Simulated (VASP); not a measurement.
C, 2 atoms in the cell. It takes space group Fd-3m (No. 227, cubic). Conventional cell: a = 3.523 Å, b = 3.523 Å, c = 3.523 Å, α = 90.00°, β = 90.00°, γ = 90.00°. C (site symmetry -43m) has 4 C at 1.53 Å within 2.0 Å.  This cell differs from its parent crystal: volume scaled by 0.960.

| Property | Result |
| --- | --- |
| Program | VASP 6.6.1 |
| Task | single point |
| Functional | PBE |
| Potentials or basis | VASP PAW PBE potentials, release 64 (C) |
| Cutoff | 520 eV |
| k mesh | 22 × 22 × 22 |
| Occupations | gaussian, width 0.05 eV |
| Spin | no spin polarisation |
| Dipole correction | no |
| Further INCAR settings | ALGO = Normal; EDIFF = 1e-07; NBANDS = 11 |

Potentials or basis: VASP PAW PBE potentials, release 64 (C).

Launch:

```console
$ cat potpaw_PBE.64/C/POTCAR > POTCAR
$ mpirun -np 1 vasp_std > vasp.out
```

Hardware: 1 thread of Intel Xeon 6975P-C, on a shared host.

Estimate the wall time of this run.

Run time: 22 s on 1 thread of Intel Xeon 6975P-C, with other jobs on the host, peak memory 0.14 GiB. Counts: scf iterations 11, k points 328.
